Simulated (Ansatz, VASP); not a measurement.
AlP: VASP beside Ansatz

The input INCAR:

```
PREC = Accurate
ENCUT = 500
EDIFF = 1E-6
ISMEAR = 0
SIGMA = 0.02
LREAL = F
LASPH = T
NELM = 120
ALGO = Normal
ISIF = 2
LWAVE = F
LCHARG = F
GGA = CA
NBANDS = 11
GGA_COMPAT = F
```

KPOINTS

```
regular mesh
0
Gamma
  10 10 10
```

File POSCAR:

```
AlP
1.0
    0.0000000000      2.7168541779      2.7168541779
    2.7168541779      0.0000000000      2.7168541779
    2.7168541779      2.7168541779      0.0000000000
Al P
1 1
Direct
    0.0000000000      0.0000000000      0.0000000000
    0.2500000000      0.2500000000      0.2500000000
```

Input for Ansatz:

```yaml
crystal:
  lattice:
    - [0.0, 2.7168541779, 2.7168541779]
    - [2.7168541779, 0.0, 2.7168541779]
    - [2.7168541779, 2.7168541779, 0.0]
  atoms:
    - { symbol: Al, position: [0.0, 0.0, 0.0] }
    - { symbol: P, position: [0.25, 0.25, 0.25] }
basis:
  ecutwfc: 420
kpoints:
  mp_grid: { grid: [10, 10, 10] }
  band_path:
    path:
      - [[0.0, 0.0, 0.0], [-0.5, -0.5, 0.0], [-0.375, -0.375, 0.25]]
      - [[-0.375, 0.0, 0.375], [0.0, 0.0, 0.0], [0.0, 0.0, 0.5], [-0.5, -0.25, 0.25], [-0.5, -0.5, 0.0]]
    npoints: 10
hamiltonian:
  xc: lda
  pseudopotentials: { kind: paw, azcp: { folder: soft_1 } }
scf:
  occupations: { method: gaussian, width: 0.02 }
  n_extra_bands: 7
output:
  forces: true
  stress: true
  eigenvalues: true
  write_density: true
  write_potential: true
  elf: true
  volumetric_format: npy
```

Alike in both runs: task single point; functional LDA; k mesh 10 × 10 × 10; occupations gaussian, width 0.02 eV; no spin polarisation.

```csv
,VASP,Ansatz
version,VASP 6.6.1,Ansatz 0.2.0
potentials or method,"VASP PAW LDA potentials, release 64 (Al, P), cutoff 500 eV","scalar-relativistic, plane waves, PAW"
valence electrons in the cell,8,8
```

|  | VASP | Ansatz | Ansatz less VASP |
| --- | --- | --- | --- |
| gap on the k mesh at the Fermi level (eV) | 1.41 | 1.42 | +0.005 |
| least direct gap on the mesh (eV) | 3.24 | 3.23 | -0.016 |
| pressure (GPa) | 0.1 | 0.0 | -0.05 |

Ansatz warns that its potentials were made for another functional, while VASP's fit it. LDA's correlation is that of Perdew and Zunger in VASP and of Perdew and Wang (1992) in Ansatz.
